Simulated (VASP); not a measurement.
# Rh (Fm-3m) in VASP: further runs

Rh is run at these levels: PBE; tasks: single point, relaxation of cell and atoms.

Program: VASP 6.6.1. These are calculated values, not measurements. Logs are shortened: lines on timing, memory, paths and dates and some standing lists are left out, and cuts for length are marked.

### Step 1. The cell of the first run

It takes space group Fm-3m (No. 225, cubic). The conventional cell has a = 3.834 Å, b = 3.834 Å, c = 3.834 Å, α = 90.00°, β = 90.00°, γ = 90.00°. Within 3.6 Å of Rh (site symmetry m-3m) lie 12 Rh at 2.71 Å.

### Step 2. Single point, PBE

Input file INCAR:

```
PREC = Accurate
ENCUT = 520
EDIFF = 1E-6
ISMEAR = 1
SIGMA = 0.05
LREAL = False
LASPH = True
NELM = 60
ALGO = Normal
ISIF = 2
LWAVE = False
LCHARG = False
GGA = PE
NBANDS = 14
```

Input file KPOINTS:

```
Automatic mesh
0
Gamma
  8 8 8
```

Input file POSCAR:

```
Rh
1.0
    0.0000000000      1.9167932376      1.9167932376
    1.9167932376      0.0000000000      1.9167932376
    1.9167932376      1.9167932376      0.0000000000
Rh
1
Direct
    0.0000000000      0.0000000000      0.0000000000
```

Potentials or basis: VASP PAW PBE potentials, release 64 (Rh_pv).

Started as:

```sh
cat potpaw_PBE.64/Rh_pv/POTCAR > POTCAR
mpirun -np 1 vasp_std > vasp.out
```

OUTCAR:

```text
PREC = Accurate
   ENCUT = 520
   EDIFF = 1E-6
   ISMEAR = 1
   LREAL = False
   LASPH = True
   NELM = 60
   ISIF = 2
   GGA = PE

 ion  position               nearest neighbor table
   1  0.000  0.000  0.000-

  LATTYP: Found a face centered cubic cell.
 ALAT       =     3.8335864752

  Lattice vectors:

 A1 = (   0.0000000000,   1.9167932376,   1.9167932376)
 A2 = (   1.9167932376,   0.0000000000,   1.9167932376)
 A3 = (   1.9167932376,   1.9167932376,   0.0000000000)

Analysis of symmetry for initial positions (statically):
=====================================================================
 Subroutine PRICEL returns:
 Original cell was already a primitive cell.

 Routine SETGRP: Setting up the symmetry group for a
 face centered cubic supercell.

 Subroutine GETGRP returns: Found 48 space group operations
 (whereof 48 operations were pure point group operations)
 out of a pool of 48 trial point group operations.

The static configuration has the point symmetry O_h .

Analysis of symmetry for dynamics (positions and initial velocities):
=====================================================================
 Subroutine PRICEL returns:
 Original cell was already a primitive cell.

 Routine SETGRP: Setting up the symmetry group for a
 face centered cubic supercell.

 Subroutine GETGRP returns: Found 48 space group operations
 (whereof 48 operations were pure point group operations)
 out of a pool of 48 trial point group operations.

The dynamic configuration has the point symmetry O_h .

 Subroutine INISYM returns: Found 48 space group operations
 (whereof 48 operations are pure point group operations),
 and found     1 'primitive' translations

----------------------------------------------------------------------------------------

                                     Primitive cell

  volume of cell :      14.0850

  direct lattice vectors                    reciprocal lattice vectors
     0.000000000  1.916793238  1.916793238    -0.260852339  0.260852339  0.260852339
     1.916793238  0.000000000  1.916793238     0.260852339 -0.260852339  0.260852339
     1.916793238  1.916793238  0.000000000     0.260852339  0.260852339 -0.260852339

  length of vectors
     2.710754993  2.710754993  2.710754993     0.451809505  0.451809505  0.451809505

  position of ions in fractional coordinates (direct lattice)
     0.000000000  0.000000000  0.000000000

[... 81 lines left out ...]
   ISIF   =      2    stress and relaxation
   ISYM   =      2    0-nonsym 1-usesym 2-fastsym
   POTIM  = 0.5000    time-step for ionic-motion
   TEBEG  =    0.0;   TEEND  =   0.0 temperature during run
   PSTRESS=    0.0 pullay stress
   NELECT =      15.0000    total number of electrons
   NUPDOWN=      -1.0000    fix difference up-down
   EMIN   =  10.00;   EMAX   =-10.00  energy-range for DOS
   EFERMI =   0.00;   METHOD = LEGACY
   ISMEAR =     1;   SIGMA  =   0.05  broadening in eV -4-tet -1-fermi 0-gaus
   EFERMI_NEDOS =   21; number of points for ismear=-14 and -15
   IALGO  =     38    algorithm
   IMIX   =      4    mixing-type and parameters
     AMIX     =   0.40;   BMIX     =  1.00
     AMIX_MAG =   1.60;   BMIX_MAG =  1.00
  volume/ion in A,a.u.               =      14.08        95.05
  Fermi-wavevector in a.u.,A,eV,Ry     =   1.671809  3.159261 38.027538  2.794945
  Thomas-Fermi vector in A             =   2.757066
   LORBIT       =      0    0 simple, 1 ext, 2 COOP (PROOUT), +10 PAW based schemes
   GGA     = PE    functional components
   LHFCALC =     F    Hartree Fock is set to
   AEXX    =    0.0000 exact exchange contribution
   IVDW    =     0    specifies the selected vdW correction
   LEPSILON=     F    determine dielectric tensor
   LRPA    =     F    only Hartree local field effects (RPA)
 non-spin polarized calculation
 Methfessel and Paxton  Order N= 1 SIGMA  =   0.05
  energy-cutoff  :      520.00
  volume of cell :       14.08
 maximum number of plane-waves:       392
   NGX =  9   NGY =  9   NGZ =  9

 number of electron      15.0000003 magnetization

 Free energy of the ion-electron system (eV)
  ---------------------------------------------------
  ext. energy  EPLUGINS =         0.00000000
  ---------------------------------------------------
  free energy    TOTEN  =        -7.22816075 eV

  energy without entropy =       -7.22840512  energy(sigma->0) =       -7.22824221

 E-fermi :  11.4793     XC(G=0): -13.8715

 val. band max:       11.4719616530   @ k =  -0.3750   0.2500   0.0000
 cond. band min:      11.5593008368   @ k =   0.3750   0.0000   0.0000
 fundamental gap:      0.0873391838
 Fermi energy:        11.4793471870

 k-point     1 :       0.0000    0.0000    0.0000
  band No.  band energies     occupation
      1     -34.8405      2.00000
      2     -34.8405      2.00000
      3     -34.8405      2.00000
      4       3.6848      2.00000
      5       8.5167      2.00000
      6       8.5167      2.00000
      7       8.5167      2.00000
      8      10.5354      2.00000
      9      10.5354      2.00000
     10      27.4644      0.00000
     11      32.1324      0.00000
     12      32.8042      0.00000
     13      32.8042      0.00000
     14      32.8042      0.00000
[... 377 lines left out ...]
      1     -35.4231      2.00000
      2     -35.1109      2.00000
      3     -34.9909      2.00000
      4       6.6459      2.00000
      5       7.4962      2.00000
      6       8.9151      2.00000
      7       9.5585      2.00000
      8      11.8473     -0.00000
      9      16.7903      0.00000
     10      19.7064      0.00000
     11      27.3705      0.00000
     12      28.0414      0.00000
     13      32.1335      0.00000
     14      32.4573      0.00000

 [... further k-points ...]

------------------------ aborting loop because EDIFF is reached ----------------------------------------

  FORCE on cell =-STRESS in cart. coord.  units (eV):
  Direction    XX          YY          ZZ          XY          YZ          ZX
  --------------------------------------------------------------------------------------
  -------------------------------------------------------------------------------------
  Total        0.0030530      0.0030530      0.0030530     -0.0000000     -0.0000000     -0.0000000
  in kB        0.3472856      0.3472856      0.3472856     -0.0000000     -0.0000000     -0.0000000
  external PRESSURE =       0.3472856 kB  Pullay stress =       0.0000000 kB

 VOLUME and BASIS-vectors are now :
 -----------------------------------------------------------------------------
  energy-cutoff  :      520.00
  volume of cell :       14.08
      direct lattice vectors                 reciprocal lattice vectors
     0.000000000  1.916793238  1.916793238    -0.260852339  0.260852339  0.260852339
     1.916793238  0.000000000  1.916793238     0.260852339 -0.260852339  0.260852339
     1.916793238  1.916793238  0.000000000     0.260852339  0.260852339 -0.260852339

 POSITION                                       TOTAL-FORCE (eV/Angst)
 -----------------------------------------------------------------------------------
      0.00000      0.00000      0.00000        -0.000000     -0.000000     -0.000000
 -----------------------------------------------------------------------------------
    total drift:                                0.000000      0.000000      0.000000

  FREE ENERGIE OF THE ION-ELECTRON SYSTEM (eV)
  ---------------------------------------------------
  free  energy   TOTEN  =        -7.2281607519 eV

  energy  without entropy=       -7.2284051164  energy(sigma->0) =       -7.22824221
```

Wall time 2.8 s (1 thread of Intel Xeon Platinum 8481C at 2.70GHz (Sapphire Rapids), shared host); peak memory 0.13 GiB.

Results:

| Item | Value |
| --- | --- |
| Free energy | -7.2282 eV |
| Pressure | 0.0 GPa |

### Step 3. Relaxation of cell and atoms, PBE

Input file INCAR:

```
PREC     = Accurate       # precision mode
ENCUT    = 600            # plane-wave cutoff, eV
EDIFF    = 1E-6           # SCF threshold, eV
ISMEAR   = 1              # smearing method
SIGMA    = 0.05           # smearing width, eV
LREAL    = False          # projectors in reciprocal space
LASPH    = True           # aspherical terms in the spheres
NELM     = 80             # most SCF steps
ALGO     = Normal         # electronic algorithm
ISIF     = 3              # what is computed and relaxed
LWAVE    = False          # write WAVECAR
LCHARG   = False          # write CHGCAR
GGA      = PE             # functional
IBRION   = 2              # ionic algorithm
NSW      = 80             # ionic steps
EDIFFG   = -0.03          # ionic threshold
```

KPOINTS is that of step 2.

POSCAR is that of step 2.

Potentials or basis: VASP PAW PBE potentials, release 64 (Rh_pv).

Started as:

```sh
cat potpaw_PBE.64/Rh_pv/POTCAR > POTCAR
mpirun -np 1 vasp_std > vasp.out
```

It took 2.8 s on 1 thread of Intel Xeon Platinum 8481C at 2.70GHz (Sapphire Rapids), shared host; peak memory 0.14 GiB.

Results (log left out):

* Free energy: -7.2283 eV
* Pressure after relaxing: -0.1 GPa

Final structure:
```
Rh
1.0
     0.00000    1.91679    1.91679
     1.91679    0.00000    1.91679
     1.91679    1.91679    0.00000
Rh
1
Direct
  0.00000 0.00000 0.00000
```

Levels at points of the mesh, in eV from the Fermi level:
```
           k point  band 3  band 4  band 5  band 6  band 7  band 8  band 9  band 10  band 11
(0.00, 0.00, 0.00)  -46.32   -7.79   -2.96   -2.96   -2.96   -0.94   -0.94    15.99    20.75
(0.50, 0.00, 0.00)  -46.41   -5.92   -3.03   -3.03    0.55    0.55    0.75     8.39    15.49
(0.50, 0.50, 0.00)  -46.57   -6.09   -5.74    0.53    0.95    0.95    3.22    11.97    13.17
```

Caveat: the relaxation stopped at its first step, so nothing moved.
